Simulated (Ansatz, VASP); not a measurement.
# SnO2: VASP beside Ansatz

```xyz
6
Lattice="4.7531 0.0000 0.0000 0.0000 4.7531 0.0000 0.0000 0.0000 3.1970" Properties=species:S:1:pos:R:3 pbc="T T T"
Sn    0.0000    0.0000    0.0000
Sn    2.3765    2.3765    1.5985
O     1.4526    1.4526    0.0000
O     0.9239    3.8292    1.5985
O     3.3004    3.3004    0.0000
O     3.8292    0.9239    1.5985
```

Change from the starting cell: volume scaled by 1.01, PAW files.

Alike in both runs: task electric field gradients; functional LDA; k mesh 4 × 4 × 6; occupations fermi-dirac, width 0.03 eV; no spin polarisation.

|  | VASP | Ansatz |
| --- | --- | --- |
| version | VASP 6.6.1 | Ansatz 0.2.0 |
| potentials or method | VASP PAW LDA potentials, release 64 (Sn_d, O) | PAW with Ansatz's default frozen-core files, scalar-relativistic |
| plane-wave cutoff (eV) | 520 | 420 |
| valence electrons in the cell | 52 | 52 |

|  | VASP | Ansatz | Ansatz less VASP |
| --- | --- | --- | --- |
| pressure (GPa) | -2.1 | -3.1 | -1.02 |
| traceless stress, the component that is largest in VASP (GPa) | 0.28 | -0.01 | -0.289 |
| rms of the force components (eV/Å) | 0.039 | 0.048 | +0.0095 |
| size of Vzz on the site where it differs most (V/Å²) | 56.5 | 54.9 | -1.60 |

LDA's correlation is that of Perdew and Zunger in VASP and of Perdew and Wang (1992) in Ansatz. Atom by atom the forces differ by 0.010 eV/Å (rms over components).
